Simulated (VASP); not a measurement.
Runs of VASP 6.6.1 on Rh. The structure is that of space group Pm-3m (No. 221), or close to it. The cells are those of the table. This isn't the form of Rh at room conditions, which is fcc.

| task | cell | k mesh | cutoff (eV) | gap on the mesh (eV) | pressure (GPa) | relaxed volume (Å³/atom) |
| --- | --- | --- | --- | --- | --- | --- |
| single point | a = 2.435 Å, 1 atom | 8 × 8 × 8 | 520 | none | 19.2 | - |
| relaxation of cell and atoms | relaxed from a = 2.499 Å, angles 88.2°, 1 atom | 21 × 21 × 21 | 600 | none | 0.0 | 15.60 |
| relaxation of cell and atoms | relaxed from a = 2.500 Å, angles 91.6°, 1 atom | 21 × 21 × 21 | 600 | none | 0.0 | 15.60 |
| single point | a = 2.495 Å, 1 atom | 8 × 8 × 8 | 520 | none | 0.1 | - |
| single point | a = 2.499 Å, 1 atom | 21 × 21 × 21 | 520 | none | 0.0 | - |
| relaxation of cell and atoms | relaxed from a = 2.435 Å, 1 atom | 8 × 8 × 8 | 600 | none | -0.3 | (a) |
| single point | a = 2.499 Å, 1 atom | 22 × 22 × 22 | 520 | none | 0.0 | - |

Alike in all rows: level PBEsol; potentials or basis VASP PAW PBE potentials, release 64 (Rh_pv); no spin polarisation; smearing gaussian 0.1 eV.

Question: Estimate the missing entries.

Answer: (a) 15.55.

Caveats: the PAW data sets were made with another functional, which shifts forces and pressure a little; the cell stands under pressure (at least some runs).

A k mesh can miss the band edges, and the runs leave out spin-orbit coupling on Rh.

A gap of «none» marks levels without a gap at the run's occupations.
